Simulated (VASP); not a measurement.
Runs of VASP 6.6.1 on Tl. The structure is that of space group Fm-3m (No. 225), or close to it. The cells are those of the table. 

| cell | k mesh | gap on the mesh (eV) | pressure (GPa) |
| --- | --- | --- | --- |
| a = 3.388 Å, angles 60.0°, 1 atom | 12 × 12 × 12 | none | 3.3 |
| a = 3.530 Å, angles 60.0°, 1 atom | 12 × 12 × 12 | none | -1.1 |
| a = 3.484 Å, angles 60.0°, 1 atom | 18 × 18 × 18 | none | -0.1 |
| a = 3.574 Å, angles 60.0°, 1 atom | 12 × 12 × 12 | none | (b) |
| a = 3.338 Å, angles 60.0°, 1 atom | 12 × 12 × 12 | none | (a) |

Alike in all rows: task single point; level r2SCAN; potentials or basis VASP PAW PBE potentials, release 64 (Tl_d); no spin polarisation; cutoff (eV) 520; smearing fermi-dirac 0.1 eV.

**Question.** Estimate the missing entries.

**Answer.** (a) 5.8; (b) -2.0.

Caveats: the PAW data sets were made with another functional, which shifts forces and pressure a little; spin-orbit coupling is left out, which moves the levels of the heavy elements.

A k mesh can miss the band edges, and the runs leave out spin-orbit coupling on Tl.

A gap of «none» marks levels without a gap at the run's occupations.
